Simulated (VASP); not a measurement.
# WSe (Fm-3m) in VASP: notebook

Runs on WSe. Level: r2SCAN+U. Tasks: single point, relaxation of cell and atoms.

Program: VASP 6.6.1. These are calculated values, not measurements. Logs are shortened: lines on timing, memory, paths and dates and some standing lists are left out, and cuts for length are marked.

**1. The cell of the first run**

Symmetry: Fm-3m, No. 225, cubic system. Conventional cell: a = 5.710 Å, b = 5.710 Å, c = 5.710 Å, α = 90.00°, β = 90.00°, γ = 90.00°. W (site symmetry m-3m) has 6 Se at 2.85 Å within 3.8 Å. Se (site symmetry m-3m) has 6 W at 2.85 Å within 3.8 Å.

**2. Single point, r2SCAN+U, collinear spin, ferromagnetic start**

POSCAR

```
WSe
1.0
    0.0000000000      2.8547762118      2.8547762118
    2.8547762118      0.0000000000      2.8547762118
    2.8547762118      2.8547762118      0.0000000000
W Se
1 1
Direct
    0.0000000000      0.0000000000      0.0000000000
    0.5000000000      0.5000000000      0.5000000000
```

INCAR.step1

```
SYSTEM = WSe
PREC = Accurate
ENCUT = 520
ISMEAR = 0
SIGMA = 0.1
LREAL = .FALSE.
LASPH = .TRUE.
NELM = 150
ISPIN = 2
MAGMOM = 2.74 0
LMAXMIX = 4
LDAU = .TRUE.
LDAUTYPE = 2
LDAUL = 2 -1
LDAUU = 6.2 0
LDAUJ = 0 0
NBANDS = 21
GGA = PE
ALGO = Normal
EDIFF = 1E-4
LWAVE = .TRUE.
LCHARG = .FALSE.
```

INCAR.step2

```
SYSTEM = WSe
PREC = Accurate
ENCUT = 520
EDIFF = 1E-7
ISMEAR = 0
SIGMA = 0.1
LREAL = .FALSE.
LASPH = .TRUE.
NELM = 150
ALGO = Normal
ISIF = 2
LWAVE = .FALSE.
LCHARG = .TRUE.
ISPIN = 2
MAGMOM = 2.74 0
LORBIT = 11
LMAXMIX = 4
LDAU = .TRUE.
LDAUTYPE = 2
LDAUL = 2 -1
LDAUU = 6.2 0
LDAUJ = 0 0
LDAUPRINT = 1
METAGGA = R2SCAN
LMIXTAU = .TRUE.
LELF = .TRUE.
LVHAR = .TRUE.
NBANDS = 21
ISTART = 1
```

KPOINTS

```
regular mesh
0
G
  6 6 6
  0 0 0
```

Potentials or basis: VASP PAW PBE potentials, release 64 (W_sv, Se).

Run with:

```
$ cat potpaw_PBE.64/W_sv/POTCAR potpaw_PBE.64/Se/POTCAR > POTCAR
$ cp INCAR.step1 INCAR
$ mpirun -np 1 vasp_std > vasp.out
$ cp INCAR.step2 INCAR
$ mpirun -np 1 vasp_std > vasp.out
```

OUTCAR:

```text
SYSTEM = WSe
   PREC = Accurate
   ENCUT = 520
   EDIFF = 1E-7
   ISMEAR = 0
   LREAL = .FALSE.
   LASPH = .TRUE.
   NELM = 150
   ISIF = 2
   ISPIN = 2
   LORBIT = 11
   METAGGA = R2SCAN
   ISTART = 1

 ion  position               nearest neighbor table
   1  0.000  0.000  0.000-   2 2.85   2 2.85   2 2.85   2 2.85   2 2.85   2 2.85
   2  0.500  0.500  0.500-   1 2.85   1 2.85   1 2.85   1 2.85   1 2.85   1 2.85

  LATTYP: Found a face centered cubic cell.
 ALAT       =     5.7095524236

  Lattice vectors:

 A1 = (   0.0000000000,   2.8547762118,   2.8547762118)
 A2 = (   2.8547762118,   0.0000000000,   2.8547762118)
 A3 = (   2.8547762118,   2.8547762118,   0.0000000000)

Analysis of symmetry for initial positions (statically):
=====================================================================
 Subroutine PRICEL returns:
 Original cell was already a primitive cell.

 Routine SETGRP: Setting up the symmetry group for a
 face centered cubic supercell.

 Subroutine GETGRP returns: Found 48 space group operations
 (whereof 48 operations were pure point group operations)
 out of a pool of 48 trial point group operations.

The static configuration has the point symmetry O_h .

Analysis of symmetry for dynamics (positions and initial velocities):
=====================================================================
 Subroutine PRICEL returns:
 Original cell was already a primitive cell.

 Routine SETGRP: Setting up the symmetry group for a
 face centered cubic supercell.

 Subroutine GETGRP returns: Found 48 space group operations
 (whereof 48 operations were pure point group operations)
 out of a pool of 48 trial point group operations.

The dynamic configuration has the point symmetry O_h .

Analysis of structural, dynamic, and magnetic symmetry:
=====================================================================
 Subroutine PRICEL returns:
 Original cell was already a primitive cell.

 Routine SETGRP: Setting up the symmetry group for a
 face centered cubic supercell.

 Subroutine GETGRP returns: Found 48 space group operations
 (whereof 48 operations were pure point group operations)
 out of a pool of 48 trial point group operations.

The overall configuration has the point symmetry O_h .

 Subroutine INISYM returns: Found 48 space group operations
 (whereof 48 operations are pure point group operations),
[... 156 lines left out ...]
  o =  0.4393  v =  0.0000 -0.0000  0.0022  0.0000 -1.0000  0.0000  0.0000  0.0000  0.0000  0.0000      0.0000  0.0000  0.0000  0.0000  0.0000  0.0000  0.0000  0.0000  0.0000  0.0000
  o =  0.4393  v =  0.0000  0.0000  1.0000  0.0000  0.0022  0.0000  0.0000  0.0000  0.0000  0.0000      0.0000  0.0000  0.0000  0.0000  0.0000  0.0000  0.0000  0.0000  0.0000  0.0000
  o =  0.7975  v =  0.0000 -0.2321 -0.0000  0.9727  0.0000  0.0000  0.0000  0.0000  0.0000  0.0000      0.0000  0.0000  0.0000  0.0000  0.0000  0.0000  0.0000  0.0000  0.0000  0.0000
  o =  0.7975  v =  1.0000  0.0000  0.0000  0.0000  0.0000  0.0000  0.0000  0.0000  0.0000  0.0000      0.0000  0.0000  0.0000  0.0000  0.0000  0.0000  0.0000  0.0000  0.0000  0.0000
  o =  0.7975  v =  0.0000  0.9727 -0.0000  0.2321 -0.0000  0.0000  0.0000  0.0000  0.0000  0.0000      0.0000  0.0000  0.0000  0.0000  0.0000  0.0000  0.0000  0.0000  0.0000  0.0000

 number of electron      20.0000001 magnetization       3.9801384

 Free energy of the ion-electron system (eV)
  ---------------------------------------------------
  ext. energy  EPLUGINS =         0.00000000
  ---------------------------------------------------
  free energy    TOTEN  =       -59.24451770 eV

  energy without entropy =      -59.23787234  energy(sigma->0) =      -59.24119502

 E-fermi :   6.5921     XC(G=0): -10.9916

 val. band max:        6.5869414990   @ k =   0.5000   0.3333   0.0000
 cond. band min:       6.6188504159   @ k =  -0.3333   0.1667   0.0000
 fundamental gap:      0.0319089169
 Fermi energy:         6.5920709335

 spin component 1

 k-point     1 :       0.0000    0.0000    0.0000
  band No.  band energies     occupation
      1     -70.6206      1.00000
      2     -34.5563      1.00000
      3     -34.5563      1.00000
      4     -34.5563      1.00000
      5      -9.1272      1.00000
      6       2.3050      1.00000
[... 373 lines left out ...]
     20      19.8078      0.00000
     21      22.5330      0.00000
 Fermi energy:         6.5920709335

 spin component 2

 k-point     1 :       0.0000    0.0000    0.0000
  band No.  band energies     occupation
      1     -68.9135      1.00000
      2     -32.0755      1.00000
      3     -32.0755      1.00000
      4     -32.0755      1.00000
      5      -9.0592      1.00000
      6       3.7168      1.00000
[... 373 lines left out ...]
     20      20.0311      0.00000
     21      23.7552      0.00000

------------------------ aborting loop because EDIFF is reached ----------------------------------------

  FORCE on cell =-STRESS in cart. coord.  units (eV):
  Direction    XX          YY          ZZ          XY          YZ          ZX
  --------------------------------------------------------------------------------------
  -------------------------------------------------------------------------------------
  Total       -0.7032094     -0.7032094     -0.7032094     -0.0000000     -0.0000000      0.0000000
  in kB      -24.2130256    -24.2130256    -24.2130256     -0.0000000     -0.0000000      0.0000000
  external PRESSURE =     -24.2130256 kB  Pullay stress =       0.0000000 kB

 VOLUME and BASIS-vectors are now :
 -----------------------------------------------------------------------------
  energy-cutoff  :      520.00
  volume of cell :       46.53
      direct lattice vectors                 reciprocal lattice vectors
     0.000000000  2.854776212  2.854776212    -0.175145077  0.175145077  0.175145077
     2.854776212  0.000000000  2.854776212     0.175145077 -0.175145077  0.175145077
     2.854776212  2.854776212  0.000000000     0.175145077  0.175145077 -0.175145077

 POSITION                                       TOTAL-FORCE (eV/Angst)
 -----------------------------------------------------------------------------------
      0.00000      0.00000      0.00000         0.000000     -0.000000     -0.000000
      2.85478      2.85478      2.85478        -0.000000      0.000000      0.000000
 -----------------------------------------------------------------------------------
    total drift:                               -0.000000      0.000000      0.000000

  FREE ENERGIE OF THE ION-ELECTRON SYSTEM (eV)
  ---------------------------------------------------
  free  energy   TOTEN  =       -59.2445176975 eV

  energy  without entropy=      -59.2378723437  energy(sigma->0) =      -59.24119502

 total charge

# of ion       s       p       d       tot
------------------------------------------
    1        2.291   6.075   3.383  11.749
    2        1.434   2.416   0.053   3.903
--------------------------------------------------
tot          3.724   8.492   3.436  15.652

 magnetization (x)

# of ion       s       p       d       tot
------------------------------------------
    1        0.166   0.029   3.090   3.285
    2        0.011  -0.142   0.046  -0.085
--------------------------------------------------
tot          0.177  -0.113   3.136   3.200
```

OUTCAR.step1:

```text
SYSTEM = WSe
   PREC = Accurate
   ENCUT = 520
   ISMEAR = 0
   LREAL = .FALSE.
   LASPH = .TRUE.
[... 1002 lines left out ...]
      0.00000      0.00000      0.00000         0.000000     -0.000000     -0.000000
      2.85478      2.85478      2.85478        -0.000000      0.000000      0.000000
 -----------------------------------------------------------------------------------
    total drift:                               -0.000000      0.000000      0.000000

  FREE ENERGIE OF THE ION-ELECTRON SYSTEM (eV)
  ---------------------------------------------------
  free  energy   TOTEN  =        -9.4073304334 eV

  energy  without entropy=       -9.4005813065  energy(sigma->0) =       -9.40395587
```

OSZICAR.step1:

```text
N       E                     dE             d eps       ncg     rms          rms(c)
DAV:   1     0.156072635738E+03    0.15607E+03   -0.90628E+03  1344   0.910E+02
DAV:   2    -0.125964331173E+01   -0.15733E+03   -0.15059E+03  1501   0.276E+02
DAV:   3    -0.771480418942E+01   -0.64552E+01   -0.63658E+01  1604   0.515E+01
DAV:   4    -0.777327247611E+01   -0.58468E-01   -0.58442E-01  1489   0.539E+00
DAV:   5    -0.777380050593E+01   -0.52803E-03   -0.52803E-03  1539   0.524E-01    0.108E+01
DAV:   6    -0.888780044002E+01   -0.11140E+01   -0.66937E+00  1444   0.104E+01    0.657E+00
DAV:   7    -0.934828943353E+01   -0.46049E+00   -0.44206E-01  1464   0.340E+00    0.205E+00
DAV:   8    -0.938103103306E+01   -0.32742E-01   -0.48429E-02  1449   0.171E+00    0.153E+00
DAV:   9    -0.940164189757E+01   -0.20611E-01   -0.38232E-02  1497   0.139E+00    0.871E-01
DAV:  10    -0.940576784047E+01   -0.41259E-02   -0.94769E-03  1449   0.496E-01    0.401E-01
DAV:  11    -0.940704333952E+01   -0.12755E-02   -0.18814E-03  1439   0.362E-01    0.948E-02
DAV:  12    -0.940728465774E+01   -0.24132E-03   -0.39960E-04  1447   0.144E-01    0.555E-02
DAV:  13    -0.940733043340E+01   -0.45776E-04   -0.61255E-05   732   0.449E-02
   1 F= -.94073304E+01 E0= -.94039559E+01  d E =-.674913E-02  mag=     3.9242
```

Run time: 85 s. Hardware: 1 thread of Intel Xeon 6975P-C (Granite Rapids), shared host; peak memory 0.21 GiB.

Results:

```
Free energy                                           : -59.2445 eV
Pressure                                              : -2.4 GPa
Band gap on the k mesh                                : zero (filled and empty bands overlap)
Net moment                                            : 3.98 μB per cell
Site moments                                          : W +3.29; Se -0.09 μB
Valence electrons inside the program's atomic spheres : W 11.75; Se 3.90
```

Eigenvalues of the final occupation matrices:
```csv
site,spin,trace,eigenvalues
site 1 d,1,3.27,0.44 0.44 0.80 0.80 0.80
site 1 d,2,0.15,0.01 0.01 0.01 0.06 0.06
```

Caveat: the PAW data sets were made with another functional, which shifts forces and pressure a little; spin-orbit coupling is left out, which moves the levels of the heavy elements. The state reached can hang on the start; a lower one may exist.

**3. Relaxation of cell and atoms, r2SCAN+U, collinear spin, ferromagnetic start**

This run uses another cell than the first one, of 16.01 Å³/atom, 0.688 times its volume.

POSCAR

```
WSe
1.0
    0.0000000000      2.5202868448      2.5202868448
    2.5202868448      0.0000000000      2.5202868448
    2.5202868448      2.5202868448      0.0000000000
W Se
1 1
Direct
    0.0000000000      0.0000000000      0.0000000000
    0.5000000000      0.5000000000      0.5000000000
```

INCAR.step1

```
SYSTEM = WSe
  PREC = Accurate
  ENCUT = 600
  ISMEAR = 0
  SIGMA = 0.1
  LREAL = .FALSE.
  LASPH = .TRUE.
  NELM = 150
  ISPIN = 2
  MAGMOM = 2.74 0
  LMAXMIX = 4
  LDAU = .TRUE.
  LDAUTYPE = 2
  LDAUL = 2 -1
  LDAUU = 6.2 0
  LDAUJ = 0 0
  GGA = PE
  ALGO = Normal
  EDIFF = 1E-4
  LWAVE = .TRUE.
  LCHARG = .FALSE.
```

INCAR.step2

```
SYSTEM = WSe
  PREC = Accurate
  ENCUT = 600
  EDIFF = 1E-7
  ISMEAR = 0
  SIGMA = 0.1
  LREAL = .FALSE.
  LASPH = .TRUE.
  NELM = 150
  ALGO = Normal
  ISIF = 3
  LWAVE = .FALSE.
  LCHARG = .FALSE.
  ISPIN = 2
  MAGMOM = 2.74 0
  LORBIT = 11
  LMAXMIX = 4
  LDAU = .TRUE.
  LDAUTYPE = 2
  LDAUL = 2 -1
  LDAUU = 6.2 0
  LDAUJ = 0 0
  LDAUPRINT = 1
  METAGGA = R2SCAN
  LMIXTAU = .TRUE.
  IBRION = 2
  NSW = 100
  EDIFFG = -0.05
  ISTART = 1
```

KPOINTS

```
Automatic mesh
0
G
  6 6 6
  0 0 0
```

Potentials or basis: VASP PAW PBE potentials, release 64 (W_sv, Se).

Run with:

```
$ cat potpaw_PBE.64/W_sv/POTCAR potpaw_PBE.64/Se/POTCAR > POTCAR
$ cp INCAR.step1 INCAR
$ mpirun -np 1 vasp_std > vasp.out
$ cp INCAR.step2 INCAR
$ mpirun -np 1 vasp_std > vasp.out
```

Wall time 2.6 min (1 thread of Intel Xeon 6975P-C (Granite Rapids), shared host); peak memory 0.2 GiB.

Results (log left out):

- Free energy: -59.2513 eV
- Relaxed volume: 22.57 Å³/atom
- Relaxed cell: a = 3.997 Å, b = 3.997 Å, c = 3.997 Å, α = 60.00°, β = 60.00°, γ = 60.00°
- Space group after relaxing (to 0.05 Å): Fm-3m (No. 225)
- Energy gained by relaxing: 761.5 meV/atom
- Ionic steps: 3
- Pressure after relaxing: -0.1 GPa
- Band gap on the k mesh: zero (filled and empty bands overlap)
- Net moment: -3.97 μB per cell
- Site moments: W -3.28; Se +0.07 μB
- Valence electrons inside the program's atomic spheres: W 11.78; Se 3.92

The path:
| step | energy change (eV) | largest force (eV/Å) | pressure (GPa) | volume (Å³) |
| --- | --- | --- | --- | --- |
| 1 | 0.0000 | 0.0000 | 51.85 | 32.02 |
| 2 | -0.5701 | 0.0000 | -12.56 | 62.52 |
| 3 | -1.5231 | 0.0000 | -0.06 | 45.14 |

Final structure:
```cif
data_structure
_symmetry_space_group_name_H-M 'P 1'
_symmetry_Int_Tables_number 1
_cell_length_a 3.9967
_cell_length_b 3.9967
_cell_length_c 3.9967
_cell_angle_alpha 60.000
_cell_angle_beta 60.000
_cell_angle_gamma 60.000
_cell_volume 45.14
loop_
_atom_site_label
_atom_site_type_symbol
_atom_site_fract_x
_atom_site_fract_y
_atom_site_fract_z
_atom_site_occupancy
W1 W 0.00000 0.00000 0.00000 1
Se1 Se 0.50000 0.50000 0.50000 1
```

Levels at points of the mesh, in eV from the Fermi level:
Spin up:
```tsv
k point	band 5	band 6	band 7	band 8	band 9	band 10	band 11	band 12
(0.00, 0.00, 0.00)	-15.88	-2.96	-2.96	-2.96	1.11	1.80	1.80	1.80
(0.50, 0.00, 0.00)	-14.86	-7.20	-4.40	-4.40	2.56	4.22	4.45	4.45
(0.50, 0.50, 0.00)	-14.90	-6.10	-4.17	-4.17	-0.25	1.28	3.02	4.79
```
Spin down:
```
           k point  band 10  band 11  band 12  band 13  band 14  band 15
(0.00, 0.00, 0.00)    -2.93    -2.93    -2.04    -2.04    -0.89    10.26
(0.50, 0.00, 0.00)    -3.04    -2.78     1.62     3.21     3.21     4.75
(0.50, 0.50, 0.00)    -2.92    -2.92    -1.49    -1.35     0.36     8.50
```

Eigenvalues of the final occupation matrices:
| site | spin | trace | eigenvalues |
| --- | --- | --- | --- |
| site 1 d | 1 | 0.16 | 0.01 0.01 0.01 0.06 0.06 |
| site 1 d | 2 | 3.28 | 0.44 0.44 0.80 0.80 0.80 |

Caveat: the electronic state changed during the relaxation; the volume moved by over 15 % at a fixed basis, so the end points are rough; the PAW data sets were made with another functional, which shifts forces and pressure a little; spin-orbit coupling is left out, which moves the levels of the heavy elements. The state reached can hang on the start; a lower one may exist.

(Continued in part 2 of 2.)
